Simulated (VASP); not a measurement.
A run of VASP 6.6.1 is set up as follows.

Contents of INCAR:

```
SYSTEM = Al
ALGO     = Normal         ! electronic algorithm
EDIFF    = 1E-6           ! SCF threshold, eV
ENCUT    = 520            ! plane-wave cutoff, eV
GGA      = PS             ! functional
ISIF     = 2              ! what is computed and relaxed
ISMEAR   = 0              ! smearing method
LASPH    = .True.         ! aspherical terms in the spheres
LCHARG   = .False.        ! write CHGCAR
LREAL    = .False.        ! projectors in reciprocal space
LWAVE    = .False.        ! write WAVECAR
NBANDS   = 8              ! bands
NELM     = 100            ! most SCF steps
PREC     = Accurate       ! precision mode
SIGMA    = 0.1            ! smearing width, eV
```

Contents of KPOINTS:

```
k-points
0
Gamma
  18 18 18
  0 0 0
```

POSCAR

```
Al
1.0
   -1.5820691825      1.5820691825      1.5820691825
    1.5820691825     -1.5820691825      1.5820691825
    1.5820691825      1.5820691825     -1.5820691825
Al
1
Direct
    0.0000000000      0.0000000000      0.0000000000
```

Potentials or basis: VASP PAW PBE potentials, release 64 (Al).

The run is started by

```console
$ cat potpaw_PBE.64/Al/POTCAR > POTCAR
$ mpirun -np 1 vasp_std > vasp.out
```

(1) What does it give for the band gap on the k mesh?

(2) Predict the pressure.

Results:

(1) zero (an odd number of electrons rules out a gap without spin polarisation).

(2) 3.8 GPa.

Caveat: the cell differs from its parent crystal (strained); the cell stands under pressure; the PAW data sets were made with another functional, which shifts forces and pressure a little.
